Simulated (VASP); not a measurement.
Input of a VASP 6.6.1 run:

INCAR

```
SYSTEM = TaAl4
PREC = Accurate ; ENCUT = 520
EDIFF = 1E-6 ; ISMEAR = 0
SIGMA = 0.1 ; LREAL = .False.
LASPH = .True. ; NELM = 100
ALGO = Normal ; ISIF = 2
LWAVE = .False. ; LCHARG = .True.
GGA = PE ; LELF = .True.
LVHAR = .True. ; NBANDS = 20
```

Contents of KPOINTS:

```
Automatic mesh
0
Gamma
  4 4 4
  0 0 0
```

Contents of POSCAR:

```
TaAl4
1.0
    4.4937391300      0.0000000000      0.0000000000
    0.0000000000      4.4937391300      0.0000000000
    0.0000000000      0.0000000000      4.4937391300
Ta Al
1 4
Direct
    0.5000000000      0.5000000000      0.5000000000
    0.0000000000      0.5000000000      0.5000000000
    0.5000000000      0.0000000000      0.5000000000
    0.5000000000      0.5000000000      0.0000000000
    0.0000000000      0.0000000000      0.0000000000
```

Potentials or basis: VASP PAW PBE potentials, release 64 (Ta_pv, Al).

Run with:

```bash
$ cat potpaw_PBE.64/Ta_pv/POTCAR potpaw_PBE.64/Al/POTCAR > POTCAR
$ mpirun -np 1 vasp_std > vasp.out
```

Task: What does it give for the pressure?

Result: 27.7 GPa.
